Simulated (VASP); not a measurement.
Write the native input for VASP 6.6.1 that does the following.

```
Task                   : single point
Functional             : PBE
Potentials or basis    : VASP PAW PBE potentials, release 64 (Te)
Cutoff                 : 520 eV
k mesh                 : 8 × 8 × 10
Occupations            : gaussian, width 0.1 eV
Spin                   : no spin polarisation
Dipole correction      : no
Further INCAR settings : ALGO = Normal; EDIFF = 1e-07; NBANDS = 20
```

The structure of Te lies in POSCAR:

```
Te
1.0
    5.8500358696      0.0000000000      0.0000000000
    0.0000000000      5.8500358696      0.0000000000
    0.0000000000      0.0000000000      4.7912032096
Te
4
Direct
    0.0000000000      0.0000000000      0.0000000000
    0.5000000000      0.5000000000      0.0000000000
    0.0000000000      0.5000000000      0.8300366787
    0.5000000000      0.0000000000      0.1699633213
```

One way to write it, as run:

INCAR

```
SYSTEM = Te
ALGO     = Normal         ! electronic algorithm
EDIFF    = 1E-7           ! SCF threshold, eV
ENCUT    = 520            ! plane-wave cutoff, eV
GGA      = PE             ! functional
ISIF     = 2              ! what is computed and relaxed
ISMEAR   = 0              ! smearing method
LASPH    = .True.         ! aspherical terms in the spheres
LCHARG   = .False.        ! write CHGCAR
LREAL    = .False.        ! projectors in reciprocal space
LWAVE    = .False.        ! write WAVECAR
NBANDS   = 20             ! bands
NELM     = 100            ! most SCF steps
PREC     = Accurate       ! precision mode
SIGMA    = 0.1            ! smearing width, eV
```

KPOINTS

```
k-points
0
Gamma
  8 8 10
  0 0 0
```

Potentials or basis: VASP PAW PBE potentials, release 64 (Te).

The run is started by

```bash
$ cat potpaw_PBE.64/Te/POTCAR > POTCAR
$ mpirun -np 1 vasp_std > vasp.out
```

It gave:

```json
{
 "Pressure": "0.0 GPa",
 "Largest force": "0.006 eV/Å",
 "Band gap on the k mesh": "zero (bands 12 and 13 overlap by 0.14 eV)"
}
```

Caveat: spin-orbit coupling is left out, which moves the levels of the heavy elements; this functional lacks dispersion, which binds layers or chains, so the pressure and a relaxed spacing across them are unreliable.

It took 4.5 min on 1 thread of Intel(R) Xeon(R) 6975P-C (Granite Rapids), on a shared host, peak memory 0.4 GiB.
